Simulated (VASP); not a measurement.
# Pd (Fm-3m) in VASP: a series of runs, part 2 of 2

VASP 6.6.1. Earlier steps stand in the parts before.

### Step 4. Electric field gradients, PBE

This run uses another cell than the first one, of 14.71 Å³/atom, 1.020 times its volume.

Contents of INCAR:

```
PREC = Accurate ; ENCUT = 520
EDIFF = 1E-8 ; ISMEAR = -1
SIGMA = 0.05 ; LREAL = F
LASPH = T ; NELM = 80
ALGO = Normal ; ISIF = 2
LWAVE = F ; LCHARG = F
GGA = PE ; LEFG = T
NBANDS = 11
```

Contents of KPOINTS:

```
Automatic mesh
0
Gamma
  18 18 18
```

Contents of POSCAR:

```
Pd
1.0
    0.0000000000      1.9449000000      1.9449000000
    1.9449000000      0.0000000000      1.9449000000
    1.9449000000      1.9449000000      0.0000000000
Pd
1
Direct
    0.0000000000      0.0000000000      0.0000000000
```

Potentials or basis: VASP PAW PBE potentials, release 64 (Pd).

Started as:

```bash
$ cat potpaw_PBE.64/Pd/POTCAR > POTCAR
$ mpirun -np 1 vasp_std > vasp.out
```

OUTCAR:

```text
PREC = Accurate
   ENCUT = 520
   EDIFF = 1E-8
   ISMEAR = -1
   LREAL = F
   LASPH = T
   NELM = 80
   ISIF = 2
   GGA = PE

 ion  position               nearest neighbor table
   1  0.000  0.000  0.000-

  LATTYP: Found a face centered cubic cell.
 ALAT       =     3.8898000000

  Lattice vectors:

 A1 = (   0.0000000000,   1.9449000000,   1.9449000000)
 A2 = (   1.9449000000,   0.0000000000,   1.9449000000)
[... 541 lines left out ...]
    total drift:                                0.000000      0.000000      0.000000

  FREE ENERGIE OF THE ION-ELECTRON SYSTEM (eV)
  ---------------------------------------------------
  free  energy   TOTEN  =        -5.2167751300 eV

  energy  without entropy=       -5.1987363769  energy(sigma->0) =       -5.20775575

 Electric field gradients (V/A^2)
---------------------------------------------------------------------
 ion       V_xx      V_yy      V_zz      V_xy      V_xz      V_yz
---------------------------------------------------------------------
   1       0.000     0.000    -0.000    -0.000    -0.000    -0.000
---------------------------------------------------------------------

 Electric field gradients after diagonalization (V/A^2)
 (convention: |V_zz| > |V_xx| > |V_yy|)
----------------------------------------------------------------------
 ion       V_xx      V_yy      V_zz     asymmetry (V_yy - V_xx)/ V_zz
----------------------------------------------------------------------
   1       0.000     0.000    -0.000       0.000
----------------------------------------------------------------------

           NMR quadrupolar parameters

 Cq : quadrupolar parameter    Cq=e*Q*V_zz/h
 eta: asymmetry parameters     (V_yy - V_xx)/ V_zz
 Q  : nuclear electric quadrupole moment in mb (millibarn)
----------------------------------------------------------------------
 ion       Cq(MHz)       eta       Q (mb)
----------------------------------------------------------------------
   1      -0.000       0.000       1.000
----------------------------------------------------------------------
```

OSZICAR:

```text
N       E                     dE             d eps       ncg     rms          rms(c)
DAV:   1     0.420793413397E+02    0.42079E+02   -0.51945E+03  4330   0.855E+02
DAV:   2    -0.494948156246E+01   -0.47029E+02   -0.45434E+02  4863   0.182E+02
DAV:   3    -0.549376859372E+01   -0.54429E+00   -0.54168E+00  5131   0.210E+01
DAV:   4    -0.549614816150E+01   -0.23796E-02   -0.23793E-02  5186   0.145E+00
DAV:   5    -0.549617347693E+01   -0.25315E-04   -0.25314E-04  5621   0.136E-01    0.782E+00
DAV:   6    -0.523092630562E+01    0.26525E+00   -0.10685E+00  5277   0.843E+00    0.384E+00
DAV:   7    -0.522048814576E+01    0.10438E-01   -0.23968E-02  5683   0.102E+00    0.197E+00
DAV:   8    -0.521679216988E+01    0.36960E-02   -0.13417E-03  5330   0.320E-01    0.874E-02
DAV:   9    -0.521677154006E+01    0.20630E-04   -0.13374E-04  5462   0.979E-02    0.269E-02
DAV:  10    -0.521677586167E+01   -0.43216E-05   -0.87475E-06  5333   0.264E-02    0.773E-03
DAV:  11    -0.521677513211E+01    0.72956E-06   -0.97164E-08  5684   0.319E-03    0.521E-04
DAV:  12    -0.521677513004E+01    0.20758E-08   -0.26676E-09  4140   0.438E-04
   1 F= -.52167751E+01 E0= -.52077558E+01  d E =-.180388E-01
```

It took 11 s on 1 thread of Intel Xeon 6975P-C (Granite Rapids), shared host; peak memory 0.15 GiB.

Results:

```
Free energy            : -5.2168 eV
Pressure               : 7.3 GPa
Band gap on the k mesh : zero (band 5 reaches 10.12 eV, above the bottom of band 6 at 8.53 eV)
```

Levels at points of the mesh, in eV from the Fermi level:
| k point | band 3 | band 4 | band 5 | band 6 | band 7 | band 8 |
| --- | --- | --- | --- | --- | --- | --- |
| (0.00, 0.00, 0.00) | -2.85 | -2.85 | -1.23 | -1.23 | 17.19 | 21.99 |
| (0.50, 0.00, 0.00) | -2.90 | -0.03 | -0.03 | 1.01 | 7.34 | 16.55 |
| (0.50, 0.50, 0.00) | -0.06 | 0.29 | 0.29 | 3.35 | 10.80 | 13.22 |

Caveat: without QUAD_EFG the Cq values of the log hold for a quadrupole moment of 1 mb, not for the nuclei.

### Step 5. Electric field gradients, PBE (volume scaled by 1.02)

Contents of INCAR:

```
SYSTEM = Pd
  PREC = Accurate
  ENCUT = 520
  EDIFF = 1E-8
  ISMEAR = -1
  SIGMA = 0.05
  LREAL = .FALSE.
  LASPH = .TRUE.
  NELM = 80
  ALGO = Normal
  ISIF = 2
  LWAVE = .FALSE.
  LCHARG = .FALSE.
  GGA = PE
  LEFG = .TRUE.
  NBANDS = 11
```

Contents of KPOINTS:

```
Automatic mesh
0
G
  18 18 18
  0 0 0
```

Contents of POSCAR:

```
Pd
1.0
    0.0000000000      1.9577805078      1.9577805078
    1.9577805078      0.0000000000      1.9577805078
    1.9577805078      1.9577805078      0.0000000000
Pd
1
Direct
    0.0000000000      0.0000000000      0.0000000000
```

Potentials or basis: VASP PAW PBE potentials, release 64 (Pd).

Started as:

```bash
$ cat potpaw_PBE.64/Pd/POTCAR > POTCAR
$ mpirun -np 1 vasp_std > vasp.out
```

OUTCAR:

```text
SYSTEM = Pd
   PREC = Accurate
   ENCUT = 520
   EDIFF = 1E-8
   ISMEAR = -1
   LREAL = .FALSE.
   LASPH = .TRUE.
   NELM = 80
   ISIF = 2
   GGA = PE

 ion  position               nearest neighbor table
   1  0.000  0.000  0.000-

  LATTYP: Found a face centered cubic cell.
 ALAT       =     3.9155610156

  Lattice vectors:

 A1 = (   0.0000000000,   1.9577805078,   1.9577805078)
 A2 = (   1.9577805078,   0.0000000000,   1.9577805078)
 A3 = (   1.9577805078,   1.9577805078,   0.0000000000)

Analysis of symmetry for initial positions (statically):
=====================================================================
 Subroutine PRICEL returns:
 Original cell was already a primitive cell.

 Routine SETGRP: Setting up the symmetry group for a
 face centered cubic supercell.

[... 519 lines left out ...]
  external PRESSURE =      33.5357404 kB  Pullay stress =       0.0000000 kB

 VOLUME and BASIS-vectors are now :
 -----------------------------------------------------------------------------
  energy-cutoff  :      520.00
  volume of cell :       15.01
      direct lattice vectors                 reciprocal lattice vectors
     0.000000000  1.957780508  1.957780508    -0.255391244  0.255391244  0.255391244
     1.957780508  0.000000000  1.957780508     0.255391244 -0.255391244  0.255391244
     1.957780508  1.957780508  0.000000000     0.255391244  0.255391244 -0.255391244

 POSITION                                       TOTAL-FORCE (eV/Angst)
 -----------------------------------------------------------------------------------
      0.00000      0.00000      0.00000         0.000000     -0.000000     -0.000000
 -----------------------------------------------------------------------------------
    total drift:                               -0.000000      0.000000     -0.000000

  FREE ENERGIE OF THE ION-ELECTRON SYSTEM (eV)
  ---------------------------------------------------
  free  energy   TOTEN  =        -5.2266185324 eV

  energy  without entropy=       -5.2080991504  energy(sigma->0) =       -5.21735884

 Electric field gradients (V/A^2)
---------------------------------------------------------------------
 ion       V_xx      V_yy      V_zz      V_xy      V_xz      V_yz
---------------------------------------------------------------------
   1      -0.000     0.000    -0.000    -0.000    -0.000    -0.000
---------------------------------------------------------------------

 Electric field gradients after diagonalization (V/A^2)
 (convention: |V_zz| > |V_xx| > |V_yy|)
----------------------------------------------------------------------
 ion       V_xx      V_yy      V_zz     asymmetry (V_yy - V_xx)/ V_zz
----------------------------------------------------------------------
   1       0.000     0.000    -0.001       0.000
----------------------------------------------------------------------

           NMR quadrupolar parameters

 Cq : quadrupolar parameter    Cq=e*Q*V_zz/h
 eta: asymmetry parameters     (V_yy - V_xx)/ V_zz
 Q  : nuclear electric quadrupole moment in mb (millibarn)
----------------------------------------------------------------------
 ion       Cq(MHz)       eta       Q (mb)
----------------------------------------------------------------------
   1      -0.000       0.000       1.000
----------------------------------------------------------------------
```

OSZICAR:

```text
N       E                     dE             d eps       ncg     rms          rms(c)
DAV:   1     0.427544676286E+02    0.42754E+02   -0.50986E+03  4314   0.847E+02
DAV:   2    -0.495802863962E+01   -0.47712E+02   -0.46019E+02  4822   0.183E+02
DAV:   3    -0.549892564615E+01   -0.54090E+00   -0.53882E+00  5124   0.210E+01
DAV:   4    -0.550141909154E+01   -0.24934E-02   -0.24931E-02  5106   0.149E+00
DAV:   5    -0.550144767997E+01   -0.28588E-04   -0.28588E-04  5635   0.144E-01    0.738E+00
DAV:   6    -0.523928349485E+01    0.26216E+00   -0.10978E+00  5250   0.848E+00    0.361E+00
DAV:   7    -0.523007612059E+01    0.92074E-02   -0.17856E-02  5562   0.900E-01    0.190E+00
DAV:   8    -0.522662722972E+01    0.34489E-02   -0.11266E-03  5286   0.277E-01    0.767E-02
DAV:   9    -0.522661468034E+01    0.12549E-04   -0.80707E-05  5479   0.761E-02    0.225E-02
DAV:  10    -0.522661918452E+01   -0.45042E-05   -0.57468E-06  5252   0.216E-02    0.689E-03
DAV:  11    -0.522661854126E+01    0.64326E-06   -0.69420E-08  5690   0.270E-03    0.416E-04
DAV:  12    -0.522661853244E+01    0.88254E-08   -0.25728E-09  3925   0.451E-04
   1 F= -.52266185E+01 E0= -.52173588E+01  d E =-.185194E-01
```

stdout:

```text
POSCAR found type information on POSCAR Pd
 POSCAR found :  1 types and       1 ions
 scaLAPACK will be used
 LDA part: xc-table for (Slater+PW92), standard interpolation
 POSCAR, INCAR and KPOINTS ok, starting setup
 FFT: planning ... GRIDC
 FFT: planning ... GRID_SOFT
 FFT: planning ... GRID
 WAVECAR not read
 entering main loop
ion   1
```

Run time: 11 s. Hardware: 1 thread of Intel Xeon 6975P-C (Granite Rapids), shared host; peak memory 0.16 GiB.

Results:

```yaml
Free_energy: -5.2266 eV
Pressure: 3.4 GPa
Band_gap_on_the_k_mesh: zero (band 5 reaches 9.77 eV, above the bottom of band 6 at 8.23 eV)
```

Levels at points of the mesh, in eV from the Fermi level:
```tsv
k point	band 1	band 2	band 3	band 4	band 5	band 6	band 7	band 8	band 9	band 10
(0.00, 0.00, 0.00)	-7.01	-2.76	-2.76	-2.76	-1.20	-1.20	17.18	21.86	21.86	21.86
(0.50, 0.00, 0.00)	-5.16	-2.81	-2.81	-0.03	-0.03	1.05	7.18	16.54	20.94	20.94
(0.50, 0.50, 0.00)	-5.25	-4.97	-0.06	0.28	0.28	3.35	10.59	13.12	13.12	21.32
```

Caveat: the cell differs from its parent crystal (volume scaled by 1.02); without QUAD_EFG the Cq values of the log hold for a quadrupole moment of 1 mb, not for the nuclei.

### Step 6. The runs side by side

| cell | gap on the mesh (eV) | pressure (GPa) |
| --- | --- | --- |
| a = 2.732 Å, angles 60.0°, 1 atom | none | 11.7 |
| a = 2.751 Å, angles 60.0°, 1 atom | none | 7.3 |
| a = 2.769 Å, angles 60.0°, 1 atom | none | 3.4 |

Alike in all rows: task electric field gradients; level PBE; potentials or basis VASP PAW PBE potentials, release 64 (Pd); no spin polarisation; k mesh 18 × 18 × 18; cutoff (eV) 520; smearing fermi-dirac 0.05 eV.

Total energies depend on the potentials used, so only differences within one code and one set of settings carry meaning.
